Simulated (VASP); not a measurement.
# Zn in VASP: single point with PBEsol

Aim: the single point of Zn with PBEsol.

Everything below comes from runs of VASP 6.6.1. Logs are shortened: lines on timing, memory, paths and dates and some standing lists are left out, and cuts for length are marked.

## (1) The cell of the first run

The cell holds a slab with vacuum, 6 atoms: a = 2.590 Å, b = 4.916 Å, c = 21.233 Å, α = 90.00°, β = 90.00°, γ = 90.00°.

## (2) Single point, PBEsol

File POSCAR:

```
Zn
1.0
    2.5897393325      0.0000000000      0.0000000000
    0.0000000000      4.9158409014      0.0000000000
    0.0000000000      0.0000000000     21.2332000000
Zn
6
Direct
    0.7500000000      0.7500000000      0.3767695529
    0.2500000000      0.2500000000      0.4119782523
    0.2500000000      0.7500000000      0.4823956503
    0.7500000000      0.2500000000      0.5176043497
    0.7500000000      0.7500000000      0.5880217477
    0.2500000000      0.2500000000      0.6232304471
```

File INCAR.step1:

```
  PREC = Accurate
  ENCUT = 520
  EDIFF = 1E-6
  ISMEAR = -1
  SIGMA = 0.05
  LREAL = False
  LASPH = True
  NELM = 80
  ALGO = Normal
  ISIF = 2
  LWAVE = False
  LCHARG = True
  LDIPOL = True
  IDIPOL = 3
  DIPOL = 0.5 0.5 0.500
  GGA = PS
  NBANDS = 45
```

File KPOINTS.step1:

```
regular mesh
0
Gamma
  16 8 1
```

File INCAR.step2:

```
  PREC = Accurate
  ENCUT = 520
  EDIFF = 1E-6
  ISMEAR = -5
  SIGMA = 0.05
  LREAL = False
  LASPH = True
  NELM = 80
  ALGO = Normal
  ISIF = 2
  LWAVE = False
  LCHARG = False
  LDIPOL = True
  IDIPOL = 3
  DIPOL = 0.5 0.5 0.500
  GGA = PS
  LORBIT = 11
  NEDOS = 2001
  ICHARG = 11
```

File KPOINTS.step2:

```
regular mesh
0
Gamma
  24 12 1
```

Potentials or basis: VASP PAW PBE potentials, release 64 (Zn).

The run is started by

```console
cat potpaw_PBE.64/Zn/POTCAR > POTCAR
cp INCAR.step1 INCAR
cp KPOINTS.step1 KPOINTS
mpirun -np 1 vasp_std > vasp.out
cp INCAR.step2 INCAR
cp KPOINTS.step2 KPOINTS
mpirun -np 1 vasp_std > vasp.out
```

OUTCAR:

```text
PREC = Accurate
   ENCUT = 520
   EDIFF = 1E-6
   ISMEAR = -5
   LREAL = False
   LASPH = True
   NELM = 80
   ISIF = 2
   GGA = PS
   LORBIT = 11
   ICHARG = 11

 ion  position               nearest neighbor table
   1  0.750  0.750  0.377-   3 2.59   3 2.59   2 2.88   2 2.88   2 2.88   2 2.88
   2  0.250  0.250  0.412-   4 2.59   4 2.59   3 2.88   3 2.88   1 2.88   1 2.88   1 2.88   1 2.88

   3  0.250  0.750  0.482-   1 2.59   5 2.59   1 2.59   5 2.59   2 2.88   2 2.88   4 2.88   4 2.88
                             4 2.88   4 2.88
   4  0.750  0.250  0.518-   2 2.59   6 2.59   2 2.59   6 2.59   5 2.88   5 2.88   3 2.88   3 2.88
                             3 2.88   3 2.88
   5  0.750  0.750  0.588-   3 2.59   3 2.59   4 2.88   4 2.88   6 2.88   6 2.88   6 2.88   6 2.88

   6  0.250  0.250  0.623-   4 2.59   4 2.59   5 2.88   5 2.88   5 2.88   5 2.88

  LATTYP: Found a simple orthorhombic cell.
 ALAT       =     2.5897393325
 B/A-ratio  =     1.8981991121
 C/A-ratio  =     8.1989718940

  Lattice vectors:

 A1 = (   2.5897393325,   0.0000000000,   0.0000000000)
 A2 = (   0.0000000000,   4.9158409014,   0.0000000000)
 A3 = (   0.0000000000,   0.0000000000,  21.2332000000)

Analysis of symmetry for initial positions (statically):
=====================================================================
 Subroutine PRICEL returns:
 Original cell was already a primitive cell.

 Routine SETGRP: Setting up the symmetry group for a
 simple orthorhombic supercell.

 Subroutine GETGRP returns: Found  8 space group operations
 (whereof  2 operations were pure point group operations)
 out of a pool of  8 trial point group operations.

The static configuration has the point symmetry S_2 .
 The point group associated with its full space group is D_2h.

Analysis of symmetry for dynamics (positions and initial velocities):
=====================================================================
 Subroutine PRICEL returns:
 Original cell was already a primitive cell.

 Routine SETGRP: Setting up the symmetry group for a
 simple orthorhombic supercell.

 Subroutine GETGRP returns: Found  8 space group operations
 (whereof  2 operations were pure point group operations)
 out of a pool of  8 trial point group operations.

The dynamic configuration has the point symmetry S_2 .
 The point group associated with its full space group is D_2h.

 Subroutine INISYM returns: Found  8 space group operations
 (whereof  2 operations are pure point group operations),
 and found     1 'primitive' translations

----------------------------------------------------------------------------------------

                                     Primitive cell

  volume of cell :     270.3145

  direct lattice vectors                    reciprocal lattice vectors
     2.589739333  0.000000000  0.000000000     0.386139249  0.000000000  0.000000000
     0.000000000  4.915840901  0.000000000     0.000000000  0.203423996  0.000000000
     0.000000000  0.000000000 21.233200000     0.000000000  0.000000000  0.047096057

  length of vectors
     2.589739333  4.915840901 21.233200000     0.386139249  0.203423996  0.047096057

  position of ions in fractional coordinates (direct lattice)
     0.750000000  0.750000000  0.376769553
     0.250000000  0.250000000  0.411978252
     0.250000000  0.750000000  0.482395650
     0.750000000  0.250000000  0.517604350
     0.750000000  0.750000000  0.588021748
     0.250000000  0.250000000  0.623230447

  ion indices of the primitive-cell ions
   primitive index   ion index
                 1           1
                 2           2
                 3           3
                 4           4
                 5           5
                 6           6

----------------------------------------------------------------------------------------

 KPOINTS: regular mesh

Automatic generation of k-mesh.
 Grid dimensions read from file:
 generate k-points for:   24   12    1

 Generating k-lattice:

  Cartesian coordinates                     Fractional coordinates (reciprocal lattice)
     0.016089135  0.000000000  0.000000000     0.041666667  0.000000000  0.000000000
     0.000000000  0.016952000  0.000000000     0.000000000  0.083333333  0.000000000
     0.000000000  0.000000000  0.047096057     0.000000000  0.000000000  1.000000000

  Length of vectors
     0.016089135  0.016952000  0.047096057

  Shift w.r.t. Gamma in fractional coordinates (k-lattice)
     0.000000000  0.000000000  0.000000000

 TETIRR: Found    864 inequivalent tetrahedra from     1728

 Subroutine IBZKPT returns following result:
 ===========================================

 Found     91 irreducible k-points:

 Following reciprocal coordinates:
            Coordinates               Weight
  0.000000  0.000000  0.000000      1.000000
  0.041667  0.000000  0.000000      2.000000
  0.083333  0.000000  0.000000      2.000000
  0.125000  0.000000  0.000000      2.000000
  0.166667  0.000000  0.000000      2.000000
  0.208333  0.000000  0.000000      2.000000
[... 16 lines left out ...]
  0.375000  0.083333  0.000000      4.000000
  0.416667  0.083333  0.000000      4.000000
 [... further k-points ...]
   k-points           NKPTS =     91   k-points in BZ     NKDIM =     91   number of bands    NBANDS=     43
   number of dos      NEDOS =   2001   number of ions     NIONS =      6
   total plane-waves  NPLWV = 128000
   dimension x,y,z NGX =    20 NGY =   40 NGZ =  160
   dimension x,y,z NGXF=    40 NGYF=   80 NGZF=  320
   ions per type =               6
   NGX,Y,Z   is equivalent  to a cutoff of  12.84, 13.53, 12.53 a.u.
   NGXF,Y,Z  is equivalent  to a cutoff of  25.68, 27.05, 25.05 a.u.
 SYSTEM =  unknown system
   PREC   = accura    normal or accurate (medium, high low for compatibility)
   ISTART =      0    job   : 0-new  1-cont  2-samecut
   ICHARG =     11    charge: 1-file 2-atom 10-const
   ISPIN  =      1    spin polarized calculation?
   LNONCOLLINEAR =      F non collinear calculations
   LSORBIT =      F    spin-orbit coupling
   LASPH  =      T    aspherical Exc in radial PAW
   ENCUT  =  520.0 eV  38.22 Ry    6.18 a.u.   4.82  9.14 39.48*2*pi/ulx,y,z
   NELM   =     80;   NELMIN=  2; NELMDL=  0     # of ELM steps
   EDIFF  = 0.1E-05   stopping-criterion for ELM
   LREAL  =      F    real-space projection
   EDIFFG = 0.1E-04   stopping-criterion for IOM
   NSW    =      0    number of steps for IOM
   IBRION =     -1    ionic relax: 0-MD 1-quasi-New 2-CG
   NFREE  =      0    steps in history (QN), initial steepest desc. (CG)
   ISIF   =      2    stress and relaxation
   ISYM   =      2    0-nonsym 1-usesym 2-fastsym
   POTIM  = 0.5000    time-step for ionic-motion
   TEBEG  =    0.0;   TEEND  =   0.0 temperature during run
   PSTRESS=    0.0 pullay stress
   NELECT =      72.0000    total number of electrons
   NUPDOWN=      -1.0000    fix difference up-down
   EMIN   =  10.00;   EMAX   =-10.00  energy-range for DOS
   EFERMI =   0.00;   METHOD = LEGACY
   ISMEAR =    -5;   SIGMA  =   0.05  broadening in eV -4-tet -1-fermi 0-gaus
   EFERMI_NEDOS =   21; number of points for ismear=-14 and -15
   IALGO  =     38    algorithm
   IMIX   =      4    mixing-type and parameters
     AMIX     =   0.40;   BMIX     =  1.00
     AMIX_MAG =   1.60;   BMIX_MAG =  1.00
  volume/ion in A,a.u.               =      45.05       304.03
  Fermi-wavevector in a.u.,A,eV,Ry     =   1.053325  1.990496 15.095588  1.109494
  Thomas-Fermi vector in A             =   2.188443
   LORBIT       =     11    0 simple, 1 ext, 2 COOP (PROOUT), +10 PAW based schemes
   GGA     = PS    functional components
   LHFCALC =     F    Hartree Fock is set to
   AEXX    =    0.0000 exact exchange contribution
   IVDW    =     0    specifies the selected vdW correction
   LEPSILON=     F    determine dielectric tensor
   LRPA    =     F    only Hartree local field effects (RPA)
 non-spin polarized calculation
 Fermi weights with tetrahedron method with Bloechl corrections
  energy-cutoff  :      520.00
  volume of cell :      270.31
 maximum number of plane-waves:      7338
 NGX is ok and might be reduce to    20

 number of electron      71.9999950 magnetization

 dipolmoment           0.000000      0.000000      0.000000 electrons x Angstroem

 Free energy of the ion-electron system (eV)
  ---------------------------------------------------
  ext. energy  EPLUGINS =         0.00000000
  ---------------------------------------------------
  free energy    TOTEN  =        -7.88607092 eV

  energy without entropy =       -7.88607092  energy(sigma->0) =       -7.88607092

 E-fermi :  -1.9660     XC(G=0):  -4.7069

 val. band max:       -1.8981530714   @ k =   0.1667   0.1667   0.0000
 cond. band min:      -2.0442937899   @ k =   0.1667   0.0000   0.0000
 fundamental gap:     -0.1461407185
 Fermi energy:        -1.9659528543

 k-point     1 :       0.0000    0.0000    0.0000
  band No.  band energies     occupation
      1     -12.0449      2.00000
      2     -10.5288      2.00000
      3     -10.3036      2.00000
      4     -10.2465      2.00000
      5     -10.2311      2.00000
      6      -9.9870      2.00000
[... 35 lines left out ...]
     42       2.0261      0.00000
     43       2.1951      0.00000

 k-point     2 :       0.0417    0.0000    0.0000
  band No.  band energies     occupation
      1     -12.0046      2.00000
      2     -10.5009      2.00000
      3     -10.2786      2.00000
      4     -10.2271      2.00000
      5     -10.2163      2.00000
      6      -9.9838      2.00000
[... 1004 lines left out ...]
 k-point    24 :       0.4167    0.0833    0.0000
  band No.  band energies     occupation
      1     -10.2082      2.00000
      2     -10.1931      2.00000
      3     -10.1285      2.00000
      4     -10.0677      2.00000
      5      -9.9891      2.00000
      6      -9.9746      2.00000
[... 35 lines left out ...]
     42       2.6312      0.00000
     43       2.8922      0.00000

 [... further k-points ...]

------------------------ aborting loop because EDIFF is reached ----------------------------------------

 vacuum level on the upper side and lower side of the slab       (xc-potential included)        -0.112        -0.112

  FORCE on cell =-STRESS in cart. coord.  units (eV):
  Direction    XX          YY          ZZ          XY          YZ          ZX
  --------------------------------------------------------------------------------------
  -------------------------------------------------------------------------------------
  Total       -2.6643143     -4.4316891      1.8275749     -0.0000000      0.0000000      0.0000000
  in kB      -15.7916209    -26.2670046     10.8321944     -0.0000000      0.0000000      0.0000000
  external PRESSURE =     -10.4088104 kB  Pullay stress =       0.0000000 kB

 VOLUME and BASIS-vectors are now :
 -----------------------------------------------------------------------------
  energy-cutoff  :      520.00
  volume of cell :      270.31
      direct lattice vectors                 reciprocal lattice vectors
     2.589739333  0.000000000  0.000000000     0.386139249  0.000000000  0.000000000
     0.000000000  4.915840901  0.000000000     0.000000000  0.203423996  0.000000000
     0.000000000  0.000000000 21.233200000     0.000000000  0.000000000  0.047096057

 POSITION                                       TOTAL-FORCE (eV/Angst)
 -----------------------------------------------------------------------------------
      1.94230      3.68688      8.00002        -0.000000     -0.000000     -0.020776
      0.64743      1.22896      8.74762        -0.000000      0.000000     -0.586487
      0.64743      3.68688     10.24280         0.000000      0.000000      0.227225
      1.94230      1.22896     10.99040        -0.000000      0.000000     -0.227225
      1.94230      3.68688     12.48558        -0.000000      0.000000      0.586487
      0.64743      1.22896     13.23318        -0.000000     -0.000000      0.020776
 -----------------------------------------------------------------------------------
    total drift:                               -0.000000     -0.000000     -0.000000

  FREE ENERGIE OF THE ION-ELECTRON SYSTEM (eV)
  ---------------------------------------------------
  free  energy   TOTEN  =        -7.8860709234 eV

  energy  without entropy=       -7.8860709234  energy(sigma->0) =       -7.88607092

 vacuum level on the upper side and lower side of the slab         2.350         2.350

 total charge

# of ion       s       p       d       tot
------------------------------------------
    1        0.620   0.380   9.719  10.719
    2        0.625   0.407   9.720  10.752
    3        0.640   0.465   9.727  10.832
    4        0.640   0.465   9.727  10.832
    5        0.625   0.407   9.720  10.752
    6        0.620   0.380   9.719  10.719
--------------------------------------------------
tot          3.769   2.503  58.333  64.606
```

Run time: 12 min. Hardware: 1 thread of AMD EPYC 9R45 (Zen 5), shared host; peak memory 0.8 GiB.

Results:

- Valence electrons inside the program's atomic spheres: Zn 10.72, 10.75, 10.83 (each value once)

Levels at points of the mesh, in eV from the Fermi level:
```tsv
k point	band 34	band 35	band 36	band 37	band 38	band 39
(0.00, 0.00, 0.00)	-3.01	-2.69	-1.65	-1.03	-0.87	1.43
(0.50, 0.00, 0.00)	-1.76	0.84	0.84	2.33	2.33	3.33
(0.00, 0.50, 0.00)	-5.90	-2.93	-2.93	-0.19	-0.19	3.92
(0.50, 0.50, 0.00)	-1.86	-1.02	-1.02	0.90	0.90	2.72
```

Caveat: the PAW data sets were made with another functional, which shifts forces and pressure a little; tetrahedron occupations give inexact forces and stress in metals.
